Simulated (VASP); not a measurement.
# CdS (F-43m) in VASP: elastic constants with LDA

Aim: the elastic constants of CdS with LDA.

Program: VASP 6.6.1. These are calculated values, not measurements. Logs are shortened: lines on timing, memory, paths and dates and some standing lists are left out, and cuts for length are marked.

**1. The cell of the first run**

The structure is cubic, space group F-43m (No. 216). Conventional cell: a = 5.757 Å, b = 5.757 Å, c = 5.757 Å, α = 90.00°, β = 90.00°, γ = 90.00°. Within 3.3 Å of Cd (site symmetry -43m) lie 4 S at 2.49 Å. S (site symmetry -43m) has 4 Cd at 2.49 Å within 3.3 Å.

**2. Elastic constants, LDA**

File INCAR:

```
PREC = Accurate
ENCUT = 600
EDIFF = 1E-8
ISMEAR = 0
SIGMA = 0.01
LREAL = False
LASPH = True
NELM = 100
ALGO = Normal
ISIF = 3
LWAVE = False
LCHARG = True
GGA = CA
IBRION = 6
NFREE = 2
POTIM = 0.015
NSW = 1
```

File KPOINTS:

```
Automatic mesh
0
Gamma
  7 7 7
```

File POSCAR:

```
CdS
1.0
    0.0000000000      2.8782762106      2.8782762106
    2.8782762106      0.0000000000      2.8782762106
    2.8782762106      2.8782762106      0.0000000000
Cd S
1 1
Direct
    0.0000000000      0.0000000000      0.0000000000
    0.7500000000      0.7500000000      0.7500000000
```

Potentials or basis: VASP PAW LDA potentials, release 64 (Cd, S).

Launch:

```bash
> cat potpaw_LDA.64/Cd/POTCAR potpaw_LDA.64/S/POTCAR > POTCAR
> mpirun -np 1 vasp_std > vasp.out
```

OUTCAR:

```text
PREC = Accurate
   ENCUT = 600
   EDIFF = 1E-8
   ISMEAR = 0
   LREAL = False
   LASPH = True
   NELM = 100
   ISIF = 3
   GGA = CA
   IBRION = 6
   NFREE = 2
   POTIM = 0.015
   NSW = 1

 ion  position               nearest neighbor table
   1  0.000  0.000  0.000-   2 2.49   2 2.49   2 2.49   2 2.49
   2  0.750  0.750  0.750-   1 2.49   1 2.49   1 2.49   1 2.49

  LATTYP: Found a face centered cubic cell.
 ALAT       =     5.7565524212

  Lattice vectors:

 A1 = (   0.0000000000,   2.8782762106,   2.8782762106)
 A2 = (   2.8782762106,   0.0000000000,   2.8782762106)
 A3 = (   2.8782762106,   2.8782762106,   0.0000000000)

Analysis of symmetry for initial positions (statically):
=====================================================================
 Subroutine PRICEL returns:
 Original cell was already a primitive cell.

 Routine SETGRP: Setting up the symmetry group for a
 face centered cubic supercell.

 Subroutine GETGRP returns: Found 24 space group operations
 (whereof 24 operations were pure point group operations)
 out of a pool of 48 trial point group operations.

The static configuration has the point symmetry T_d .

Analysis of symmetry for dynamics (positions and initial velocities):
=====================================================================
 Subroutine PRICEL returns:
 Original cell was already a primitive cell.

 Routine SETGRP: Setting up the symmetry group for a
 face centered cubic supercell.

 Subroutine GETGRP returns: Found 24 space group operations
 (whereof 24 operations were pure point group operations)
 out of a pool of 48 trial point group operations.

The dynamic configuration has the point symmetry T_d .

 Subroutine INISYM returns: Found 24 space group operations
 (whereof 24 operations are pure point group operations),
 and found     1 'primitive' translations

----------------------------------------------------------------------------------------

                                     Primitive cell

  volume of cell :      47.6900

  direct lattice vectors                    reciprocal lattice vectors
     0.000000000  2.878276211  2.878276211    -0.173715086  0.173715086  0.173715086
     2.878276211  0.000000000  2.878276211     0.173715086 -0.173715086  0.173715086
     2.878276211  2.878276211  0.000000000     0.173715086  0.173715086 -0.173715086

  length of vectors
     4.070497253  4.070497253  4.070497253     0.300883355  0.300883355  0.300883355

  position of ions in fractional coordinates (direct lattice)
     0.000000000  0.000000000  0.000000000
     0.750000000  0.750000000  0.750000000

  ion indices of the primitive-cell ions
   primitive index   ion index
                 1           1
                 2           2

----------------------------------------------------------------------------------------

 KPOINTS: Automatic mesh

Automatic generation of k-mesh.
 Grid dimensions read from file:
 generate k-points for:    7    7    7

 Generating k-lattice:

  Cartesian coordinates                     Fractional coordinates (reciprocal lattice)
    -0.024816441  0.024816441  0.024816441     0.142857143  0.000000000  0.000000000
     0.024816441 -0.024816441  0.024816441     0.000000000  0.142857143  0.000000000
     0.024816441  0.024816441 -0.024816441     0.000000000  0.000000000  0.142857143

  Length of vectors
     0.042983336  0.042983336  0.042983336

  Shift w.r.t. Gamma in fractional coordinates (k-lattice)
     0.000000000  0.000000000  0.000000000

 Subroutine IBZKPT returns following result:
 ===========================================

 Found     20 irreducible k-points:

 Following reciprocal coordinates:
            Coordinates               Weight
  0.000000  0.000000  0.000000      1.000000
  0.142857  0.000000  0.000000      8.000000
  0.285714  0.000000  0.000000      8.000000
  0.428571  0.000000  0.000000      8.000000
  0.142857  0.142857  0.000000      6.000000
  0.285714  0.142857  0.000000     24.000000
[... 12 lines left out ...]
 -0.428571  0.428571  0.142857     24.000000
 -0.285714  0.428571  0.142857     24.000000
   k-points           NKPTS =     20   k-points in BZ     NKDIM =     20   number of bands    NBANDS=     13
   number of dos      NEDOS =    301   number of ions     NIONS =      2
   total plane-waves  NPLWV =  46656
   dimension x,y,z NGX =    36 NGY =   36 NGZ =   36
   dimension x,y,z NGXF=    72 NGYF=   72 NGZF=   72
   ions per type =               1   1
   NGX,Y,Z   is equivalent  to a cutoff of  14.70, 14.70, 14.70 a.u.
   NGXF,Y,Z  is equivalent  to a cutoff of  29.41, 29.41, 29.41 a.u.
 SYSTEM =  unknown system
[... 34 lines left out ...]
   GGA     = CA    functional components
   LHFCALC =     F    Hartree Fock is set to
   AEXX    =    0.0000 exact exchange contribution
   IVDW    =     0    specifies the selected vdW correction
   LEPSILON=     F    determine dielectric tensor
   LRPA    =     F    only Hartree local field effects (RPA)
 finite differences with symmetry
 non-spin polarized calculation
 Gauss-broadening in eV      SIGMA  =   0.01
  energy-cutoff  :      600.00
  volume of cell :       47.69
 maximum number of plane-waves:      1639
 NGX is ok and might be reduce to    36
   NGX = 17   NGY = 17   NGZ = 17

--------------------------------------- Ionic step        1  -------------------------------------------

 number of electron      18.0000001 magnetization

 Free energy of the ion-electron system (eV)
  ---------------------------------------------------
  ext. energy  EPLUGINS =         0.00000000
  ---------------------------------------------------
  free energy    TOTEN  =        -7.40589398 eV

  energy without entropy =       -7.40589398  energy(sigma->0) =       -7.40589398

------------------------ aborting loop because EDIFF is reached ----------------------------------------

  FORCE on cell =-STRESS in cart. coord.  units (eV):
  Direction    XX          YY          ZZ          XY          YZ          ZX
  --------------------------------------------------------------------------------------
  -------------------------------------------------------------------------------------
  Total        0.1548257      0.1548257      0.1548257      0.0000000     -0.0000000     -0.0000000
  in kB        5.2014716      5.2014716      5.2014716      0.0000000     -0.0000000     -0.0000000
  external PRESSURE =       5.2014716 kB  Pullay stress =       0.0000000 kB
[... 89 lines left out ...]
  FREE ENERGIE OF THE ION-ELECTRON SYSTEM (eV)
  ---------------------------------------------------
  free  energy   TOTEN  =        -7.4007446883 eV

  energy  without entropy=       -7.4007446883  energy(sigma->0) =       -7.40074469

[... ionic steps 4 to 14 ...]

--------------------------------------- Ionic step       15  -------------------------------------------

 number of electron      18.0000000 magnetization

------------------------ aborting loop because EDIFF is reached ----------------------------------------
[... 67 lines left out ...]
--------------------------------------- Ionic step       17  -------------------------------------------

 number of electron      18.0000002 magnetization

 Free energy of the ion-electron system (eV)
  ---------------------------------------------------
  ext. energy  EPLUGINS =         0.00000000
  ---------------------------------------------------
  free energy    TOTEN  =        -7.40525634 eV

  energy without entropy =       -7.40525634  energy(sigma->0) =       -7.40525634

 E-fermi :   1.5304     XC(G=0):  -9.7667

 val. band max:        1.4874112736   @ k =   0.0000   0.0000   0.0000
 cond. band min:       2.4609568206   @ k =   0.0000   0.0000   0.0000
 fundamental gap:      0.9735455470
 Fermi energy:         1.5304485424

 k-point     1 :       0.0000    0.0000    0.0000
  band No.  band energies     occupation
      1     -11.1270      2.00000
      2      -6.4678      2.00000
      3      -6.4554      2.00000
      4      -6.4432      2.00000
      5      -5.9151      2.00000
      6      -5.9149      2.00000
      7       1.4791      2.00000
      8       1.4838      2.00000
      9       1.4874      2.00000
     10       2.4610      0.00000
     11       7.8279      0.00000
     12       7.8323      0.00000
     13       7.8377      0.00000
[... 354 lines left out ...]
  band No.  band energies     occupation
      1     -11.0068      2.00000
      2      -6.4044      2.00000
      3      -6.4024      2.00000
      4      -6.3796      2.00000
      5      -5.9388      2.00000
      6      -5.8963      2.00000
      7       0.1839      2.00000
      8       1.0179      2.00000
      9       1.0255      2.00000
     10       3.8910      0.00000
     11       6.9665      0.00000
     12       8.4488      0.00000
     13       8.4626      0.00000

 [... further k-points ...]
[... 5 lines left out ...]
  --------------------------------------------------------------------------------------
  -------------------------------------------------------------------------------------
  Total        0.1553916      0.1578780      0.1578780      0.0000000     -0.1138545      0.0000000
  in kB        5.2204830      5.3040172      5.3040172      0.0000000     -3.8250167      0.0000000
  external PRESSURE =       5.2761725 kB  Pullay stress =       0.0000000 kB
[... 17 lines left out ...]
  FREE ENERGIE OF THE ION-ELECTRON SYSTEM (eV)
  ---------------------------------------------------
  free  energy   TOTEN  =        -7.4052563415 eV

  energy  without entropy=       -7.4052563415  energy(sigma->0) =       -7.40525634

 INTERNAL STRAIN TENSORS FROM STRAINED CELLS
 ============================================

 INTERNAL STRAIN TENSOR FOR ION    1 for displacements in x,y,z  (eV/Angst):
          X           Y           Z          XY          YZ          ZX
  --------------------------------------------------------------------------------
  x     0.00000     0.00000    -0.00000     0.00000    -7.60287    -0.00000
  y    -0.00000     0.00000    -0.00000     0.00000    -0.00000    -7.60299
  z    -0.00000    -0.00000    -0.00000    -7.60515    -0.00000     0.00000

 INTERNAL STRAIN TENSORS FROM DISPLACED ATOMS
 ============================================

 INTERNAL STRAIN TENSOR FOR ION    1 for displacements in x,y,z  (eV/Angst):
          X           Y           Z          XY          YZ          ZX
  --------------------------------------------------------------------------------
  x     0.00000     0.00000     0.00000     0.00000    -7.60297     0.00000
  y     0.00000     0.00000     0.00000     0.00000     0.00000    -7.60297
  z     0.00000     0.00000     0.00000    -7.60297     0.00000     0.00000

 INTERNAL STRAIN TENSOR FOR ION    2 for displacements in x,y,z  (eV/Angst):
          X           Y           Z          XY          YZ          ZX
  --------------------------------------------------------------------------------
  x     0.00000     0.00000     0.00000     0.00000     7.59178     0.00000
  y     0.00000     0.00000     0.00000     0.00000     0.00000     7.59178
  z     0.00000     0.00000     0.00000     7.59178     0.00000     0.00000

 Eigenvectors and eigenvalues of the dynamical matrix
 ----------------------------------------------------

   1 f  =    7.454103 THz    46.835511 2PiTHz  248.642117 cm-1    30.827680 meV
             X         Y         Z           dx          dy          dz
      0.000000  0.000000  0.000000     0.471340    0.000000    0.000000
      4.317414  4.317414  4.317414    -0.881952    0.000000    0.000000
[... 21 lines left out ...]
   6 f/i=    0.001938 THz     0.012176 2PiTHz    0.064638 cm-1     0.008014 meV
             X         Y         Z           dx          dy          dz
      0.000000  0.000000  0.000000     0.881952    0.000000    0.000000
      4.317414  4.317414  4.317414     0.471340    0.000000    0.000000

--------------------------------------------------------------------------------------------------------

 ELASTIC MODULI CONTR FROM IONIC RELAXATION (kBar)
 Direction    XX          YY          ZZ          XY          YZ          ZX
 --------------------------------------------------------------------------------
 XX          -0.0000      0.0000      0.0000     -0.0000      0.0000     -0.0000
 YY           0.0000     -0.0000     -0.0000     -0.0000     -0.0000      0.0000
 ZZ           0.0000     -0.0000     -0.0000      0.0000     -0.0000     -0.0000
 XY          -0.0000     -0.0000      0.0000   -341.7555     -0.0000      0.0000
 YZ           0.0000     -0.0000     -0.0000     -0.0000   -341.7555      0.0000
 ZX          -0.0000      0.0000     -0.0000      0.0000      0.0000   -341.7555
 --------------------------------------------------------------------------------

 TOTAL ELASTIC MODULI (kBar)
 Direction    XX          YY          ZZ          XY          YZ          ZX
 --------------------------------------------------------------------------------
 XX         829.7997    632.8524    632.8524      0.0000     -0.0000     -0.0000
 YY         632.8524    829.7997    632.8524     -0.0000     -0.0000      0.0000
 ZZ         632.8524    632.8524    829.7997      0.0000     -0.0000     -0.0000
 XY           0.0000     -0.0000      0.0000    272.6585     -0.0000      0.0000
 YZ          -0.0000     -0.0000     -0.0000     -0.0000    272.6585      0.0000
 ZX          -0.0000      0.0000     -0.0000      0.0000      0.0000    272.6585
 --------------------------------------------------------------------------------
```

It took 7.7 min on 1 thread of Intel Xeon Platinum 8259CL at 2.50GHz (Skylake/Cascade Lake), shared host; peak memory 0.28 GiB.

Results:

```yaml
Elastic_constants_C11_C12_C44: 83, 63, 27 GPa
Voigt_bulk_modulus: 70 GPa
Highest_phonon_frequency_at_Γ_LO-TO_splitting_left_out: 249 cm⁻¹
```

Phonon frequencies in cm⁻¹ (negative: imaginary):
```
              q point        frequencies
(0.000, 0.000, 0.000)  0 0 0 249 249 249
```

Elastic tensor in Voigt notation (GPa, in the Cartesian axes of the cell as first typed):
```
83 63 63  0  0  0
63 83 63  0  0  0
63 63 83  0  0  0
 0  0  0 27  0  0
 0  0  0  0 27  0
 0  0  0  0  0 27
```

Clamped-ion elastic tensor (GPa):
```
83 63 63  0  0  0
63 83 63  0  0  0
63 63 83  0  0  0
 0  0  0 61  0  0
 0  0  0  0 61  0
 0  0  0  0  0 61
```
